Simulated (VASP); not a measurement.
# BaS in VASP: a series of runs

Aim: see how the results for BaS move with the level of theory and the settings. Levels: PBE, r2SCAN. Tasks: single point.

All numbers are computed with VASP 6.6.1; they aren't measurements. Logs are shortened: lines on timing, memory, paths and dates and some standing lists are left out, and cuts for length are marked.

## Step 1: The cell of the first run

The structure is tetragonal, space group I-4m2 (No. 119). The conventional cell has a = 4.925 Å, b = 4.925 Å, c = 7.167 Å, α = 90.00°, β = 90.00°, γ = 90.00°. Within 4.0 Å of Ba (site symmetry -4m2) lie 4 S at 3.05 Å. S (site symmetry -4m2) has 4 Ba at 3.05 Å within 4.0 Å.

## Step 2: Single point, PBE (epitaxial xy strain -1.1%)

File INCAR:

```
PREC = Accurate
ENCUT = 520
EDIFF = 1E-7
ISMEAR = -1
SIGMA = 0.02
LREAL = F
LASPH = T
NELM = 60
ALGO = Normal
ISIF = 2
LWAVE = F
LCHARG = T
GGA = PE
LELF = T
LVHAR = T
NBANDS = 15
```

File KPOINTS:

```
Automatic mesh
0
Gamma
  6 6 6
```

File POSCAR:

```
BaS
1.0
    0.0000000000      3.4824579473      3.5835556952
    3.4824579473      0.0000000000      3.5835556952
    3.4824579473      3.4824579473      0.0000000000
Ba S
1 1
Direct
    0.0000000000      0.0000000000      0.0000000000
    0.2500000000      0.2500000000      0.2500000000
```

Potentials or basis: VASP PAW PBE potentials, release 64 (Ba_sv, S).

Started as:

```
cat potpaw_PBE.64/Ba_sv/POTCAR potpaw_PBE.64/S/POTCAR > POTCAR
mpirun -np 1 vasp_std > vasp.out
```

OUTCAR:

```text
PREC = Accurate
   ENCUT = 520
   EDIFF = 1E-7
   ISMEAR = -1
   LREAL = F
   LASPH = T
   NELM = 60
   ISIF = 2
   GGA = PE

 ion  position               nearest neighbor table
   1  0.000  0.000  0.000-   2 3.05   2 3.05   2 3.05   2 3.05
   2  0.250  0.250  0.250-   1 3.05   1 3.05   1 3.05   1 3.05

  LATTYP: Found a body centered tetragonal cell.
 ALAT       =     4.9249392595
 C/A-ratio  =     1.4552689917

  Lattice vectors:

 A1 = (  -3.4824579473,   0.0000000000,   3.5835556952)
 A2 = (   3.4824579473,   0.0000000000,   3.5835556952)
 A3 = (   0.0000000000,   3.4824579473,  -3.5835556952)

Analysis of symmetry for initial positions (statically):
=====================================================================
 Subroutine PRICEL returns:
 Original cell was already a primitive cell.

 Routine SETGRP: Setting up the symmetry group for a
 body centered tetragonal supercell.

 Subroutine GETGRP returns: Found  8 space group operations
 (whereof  8 operations were pure point group operations)
 out of a pool of 16 trial point group operations.

The static configuration has the point symmetry D_2d.

Analysis of symmetry for dynamics (positions and initial velocities):
=====================================================================
 Subroutine PRICEL returns:
 Original cell was already a primitive cell.

 Routine SETGRP: Setting up the symmetry group for a
 body centered tetragonal supercell.

 Subroutine GETGRP returns: Found  8 space group operations
 (whereof  8 operations were pure point group operations)
 out of a pool of 16 trial point group operations.

The dynamic configuration has the point symmetry D_2d.

 Subroutine INISYM returns: Found  8 space group operations
 (whereof  8 operations are pure point group operations),
 and found     1 'primitive' translations

----------------------------------------------------------------------------------------

                                     Primitive cell

  volume of cell :      86.9192

  direct lattice vectors                    reciprocal lattice vectors
     0.000000000  3.482457947  3.583555695    -0.143576752  0.143576752  0.139526225
     3.482457947  0.000000000  3.583555695     0.143576752 -0.143576752  0.139526225
     3.482457947  3.482457947  0.000000000     0.143576752  0.143576752 -0.139526225

  length of vectors
     4.996937540  4.996937540  4.924939259     0.246365856  0.246365856  0.246365856

  position of ions in fractional coordinates (direct lattice)
     0.000000000  0.000000000  0.000000000
     0.250000000  0.250000000  0.250000000

  ion indices of the primitive-cell ions
   primitive index   ion index
                 1           1
                 2           2

----------------------------------------------------------------------------------------

 KPOINTS: Automatic mesh

Automatic generation of k-mesh.
 Grid dimensions read from file:
 generate k-points for:    6    6    6

 Generating k-lattice:

  Cartesian coordinates                     Fractional coordinates (reciprocal lattice)
    -0.023929459  0.023929459  0.023254371     0.166666667  0.000000000  0.000000000
     0.023929459 -0.023929459  0.023254371     0.000000000  0.166666667  0.000000000
     0.023929459  0.023929459 -0.023254371    -0.000000000 -0.000000000  0.166666667

  Length of vectors
     0.041060976  0.041060976  0.041060976

  Shift w.r.t. Gamma in fractional coordinates (k-lattice)
     0.000000000  0.000000000  0.000000000

 Subroutine IBZKPT returns following result:
 ===========================================

 Found     30 irreducible k-points:

 Following reciprocal coordinates:
            Coordinates               Weight
  0.000000  0.000000  0.000000      1.000000
  0.166667  0.000000  0.000000      8.000000
  0.333333  0.000000  0.000000      8.000000
  0.500000  0.000000  0.000000      4.000000
  0.166667  0.166667  0.000000      2.000000
  0.333333  0.166667  0.000000      8.000000
[... 16 lines left out ...]
  0.333333  0.000000  0.333333      4.000000
  0.500000  0.000000  0.333333     16.000000
 [... further k-points ...]
   k-points           NKPTS =     30   k-points in BZ     NKDIM =     30   number of bands    NBANDS=     15
   number of dos      NEDOS =    301   number of ions     NIONS =      2
   total plane-waves  NPLWV =  64000
   dimension x,y,z NGX =    40 NGY =   40 NGZ =   40
   dimension x,y,z NGXF=    80 NGYF=   80 NGZF=   80
   ions per type =               1   1
   NGX,Y,Z   is equivalent  to a cutoff of  13.31, 13.31, 13.50 a.u.
   NGXF,Y,Z  is equivalent  to a cutoff of  26.62, 26.62, 27.00 a.u.
 SYSTEM =  unknown system
   PREC   = accura    normal or accurate (medium, high low for compatibility)
   ISTART =      0    job   : 0-new  1-cont  2-samecut
   ICHARG =      2    charge: 1-file 2-atom 10-const
   ISPIN  =      1    spin polarized calculation?
   LNONCOLLINEAR =      F non collinear calculations
   LSORBIT =      F    spin-orbit coupling
   LASPH  =      T    aspherical Exc in radial PAW
   ENCUT  =  520.0 eV  38.22 Ry    6.18 a.u.   9.29  9.29  9.16*2*pi/ulx,y,z
   NELM   =     60;   NELMIN=  2; NELMDL= -5     # of ELM steps
   EDIFF  = 0.1E-06   stopping-criterion for ELM
   LREAL  =      F    real-space projection
   EDIFFG = 0.1E-05   stopping-criterion for IOM
   NSW    =      0    number of steps for IOM
   IBRION =     -1    ionic relax: 0-MD 1-quasi-New 2-CG
   NFREE  =      0    steps in history (QN), initial steepest desc. (CG)
   ISIF   =      2    stress and relaxation
   ISYM   =      2    0-nonsym 1-usesym 2-fastsym
   POTIM  = 0.5000    time-step for ionic-motion
   TEBEG  =    0.0;   TEEND  =   0.0 temperature during run
   PSTRESS=    0.0 pullay stress
   NELECT =      16.0000    total number of electrons
   NUPDOWN=      -1.0000    fix difference up-down
   EMIN   =  10.00;   EMAX   =-10.00  energy-range for DOS
   EFERMI =   0.00;   METHOD = LEGACY
   ISMEAR =    -1;   SIGMA  =   0.02  broadening in eV -4-tet -1-fermi 0-gaus
   EFERMI_NEDOS =   21; number of points for ismear=-14 and -15
   IALGO  =     38    algorithm
   IMIX   =      4    mixing-type and parameters
     AMIX     =   0.40;   BMIX     =  1.00
     AMIX_MAG =   1.60;   BMIX_MAG =  1.00
  volume/ion in A,a.u.               =      43.46       293.28
  Fermi-wavevector in a.u.,A,eV,Ry     =   0.931271  1.759847 11.799872  0.867266
  Thomas-Fermi vector in A             =   2.057747
   LORBIT       =      0    0 simple, 1 ext, 2 COOP (PROOUT), +10 PAW based schemes
   GGA     = PE    functional components
   LHFCALC =     F    Hartree Fock is set to
   AEXX    =    0.0000 exact exchange contribution
   IVDW    =     0    specifies the selected vdW correction
   LEPSILON=     F    determine dielectric tensor
   LRPA    =     F    only Hartree local field effects (RPA)
 non-spin polarized calculation
  energy-cutoff  :      520.00
  volume of cell :       86.92
 maximum number of plane-waves:      2351
 NGX is ok and might be reduce to    40
   NGX = 19   NGY = 19   NGZ = 19

 number of electron      15.9999999 magnetization

 Free energy of the ion-electron system (eV)
  ---------------------------------------------------
  ext. energy  EPLUGINS =         0.00000000
  ---------------------------------------------------
  free energy    TOTEN  =        -9.73249253 eV

  energy without entropy =       -9.73249253  energy(sigma->0) =       -9.73249253

 E-fermi :   0.2946     XC(G=0):  -7.1894

 val. band max:       -0.1501669200   @ k =  -0.3333   0.5000   0.1667
 cond. band min:       2.6035736628   @ k =   0.0000   0.0000   0.0000
 fundamental gap:      2.7537405828
 Fermi energy:         0.2946008552

 k-point     1 :       0.0000    0.0000    0.0000
  band No.  band energies     occupation
      1     -26.2495      2.00000
      2     -11.4322      2.00000
      3     -11.4322      2.00000
      4     -11.4273      2.00000
      5     -10.0759      2.00000
      6      -0.8542      2.00000
      7      -0.8368      2.00000
      8      -0.8368      2.00000
      9       2.6036      0.00000
     10       4.7856      0.00000
     11       4.9869      0.00000
     12       6.6638      0.00000
     13       6.8881      0.00000
     14       6.8881      0.00000
     15       9.6963      0.00000

 k-point     2 :       0.1667    0.0000    0.0000
  band No.  band energies     occupation
      1     -26.2458      2.00000
      2     -11.6354      2.00000
      3     -11.4411      2.00000
      4     -11.4399      2.00000
      5      -9.8640      2.00000
      6      -0.9127      2.00000
      7      -0.7795      2.00000
      8      -0.7645      2.00000
      9       3.1797      0.00000
     10       4.6302      0.00000
     11       4.7779      0.00000
     12       6.4989      0.00000
     13       7.1239      0.00000
     14       7.2318      0.00000
     15       8.4114      0.00000

 k-point     3 :       0.3333    0.0000    0.0000
  band No.  band energies     occupation
      1     -26.2383      2.00000
      2     -11.9364      2.00000
      3     -11.4618      2.00000
      4     -11.4587      2.00000
      5      -9.5572      2.00000
      6      -0.8691      2.00000
      7      -0.6581      2.00000
      8      -0.6279      2.00000
      9       4.0806      0.00000
     10       4.7211      0.00000
     11       4.7840      0.00000
     12       5.8568      0.00000
     13       6.8670      0.00000
     14       6.9094      0.00000
     15       7.4589      0.00000

 k-point     4 :       0.5000    0.0000    0.0000
  band No.  band energies     occupation
      1     -26.2346      2.00000
      2     -12.0586      2.00000
      3     -11.4726      2.00000
      4     -11.4675      2.00000
      5      -9.4364      2.00000
      6      -0.7627      2.00000
      7      -0.6064      2.00000
      8      -0.5651      2.00000
      9       4.2817      0.00000
     10       5.0752      0.00000
     11       5.0968      0.00000
     12       5.2752      0.00000
     13       6.1861      0.00000
     14       6.2621      0.00000
     15       8.3991      0.00000
[... 307 lines left out ...]
 k-point    22 :      -0.3333    0.5000    0.1667
  band No.  band energies     occupation
      1     -26.2303      2.00000
      2     -12.1250      2.00000
      3     -11.5584      2.00000
      4     -11.5294      2.00000
      5      -9.2176      2.00000
      6      -0.9991      2.00000
      7      -0.4375      2.00000
      8      -0.1502      2.00000
      9       3.2269      0.00000
     10       4.1693      0.00000
     11       5.7478      0.00000
     12       6.1611      0.00000
     13       7.0328      0.00000
     14       8.3148      0.00000
     15       8.4114      0.00000

 k-point    23 :       0.3333    0.0000    0.3333
  band No.  band energies     occupation
      1     -26.2343      2.00000
      2     -12.0064      2.00000
      3     -11.5143      2.00000
      4     -11.4974      2.00000
      5      -9.4166      2.00000
      6      -1.2085      2.00000
      7      -0.4004      2.00000
      8      -0.3372      2.00000
      9       3.3988      0.00000
     10       4.7901      0.00000
     11       5.7206      0.00000
     12       6.4658      0.00000
     13       6.5467      0.00000
     14       6.6661      0.00000
     15       9.3411      0.00000

 k-point    24 :       0.5000    0.0000    0.3333
  band No.  band energies     occupation
      1     -26.2306      2.00000
      2     -12.0974      2.00000
      3     -11.5495      2.00000
      4     -11.5140      2.00000
      5      -9.2920      2.00000
      6      -1.1100      2.00000
      7      -0.3200      2.00000
      8      -0.2723      2.00000
      9       3.3520      0.00000
     10       4.4540      0.00000
     11       5.5868      0.00000
     12       6.4980      0.00000
     13       6.6817      0.00000
     14       7.3678      0.00000
     15       9.1368      0.00000

 [... further k-points ...]
[... 5 lines left out ...]
  --------------------------------------------------------------------------------------
  -------------------------------------------------------------------------------------
  Total        0.2686476      0.2686476      0.2082676      0.0000000      0.0000000      0.0000000
  in kB        4.9519656      4.9519656      3.8389839      0.0000000      0.0000000      0.0000000
  external PRESSURE =       4.5809717 kB  Pullay stress =       0.0000000 kB

 VOLUME and BASIS-vectors are now :
 -----------------------------------------------------------------------------
  energy-cutoff  :      520.00
  volume of cell :       86.92
      direct lattice vectors                 reciprocal lattice vectors
     0.000000000  3.482457947  3.583555695    -0.143576752  0.143576752  0.139526225
     3.482457947  0.000000000  3.583555695     0.143576752 -0.143576752  0.139526225
     3.482457947  3.482457947  0.000000000     0.143576752  0.143576752 -0.139526225

 POSITION                                       TOTAL-FORCE (eV/Angst)
 -----------------------------------------------------------------------------------
      0.00000      0.00000      0.00000         0.000000      0.000000      0.000000
      1.74123      1.74123      1.79178        -0.000000     -0.000000     -0.000000
 -----------------------------------------------------------------------------------
    total drift:                                0.000000      0.000000      0.000000

  FREE ENERGIE OF THE ION-ELECTRON SYSTEM (eV)
  ---------------------------------------------------
  free  energy   TOTEN  =        -9.7324925271 eV

  energy  without entropy=       -9.7324925271  energy(sigma->0) =       -9.73249253
```

It took 22 s on 1 thread of Intel Xeon 6975P-C (Granite Rapids), shared host; peak memory 0.25 GiB.

What came out:

| Property | Result |
| --- | --- |
| Free energy | -9.7325 eV |
| Pressure | 0.5 GPa |
| Band gap on the k mesh | 2.75 eV (least direct gap 3.38 eV) |

Stress tensor (GPa, compression positive):
```
0.50 0.00 0.00
0.00 0.50 0.00
0.00 0.00 0.38
```

Caveat: the cell differs from its parent crystal (epitaxial xy strain -1.1%); spin-orbit coupling is left out, which moves the levels of the heavy elements. A k mesh can miss the band edges.

(Continued in part 2 of 2.)
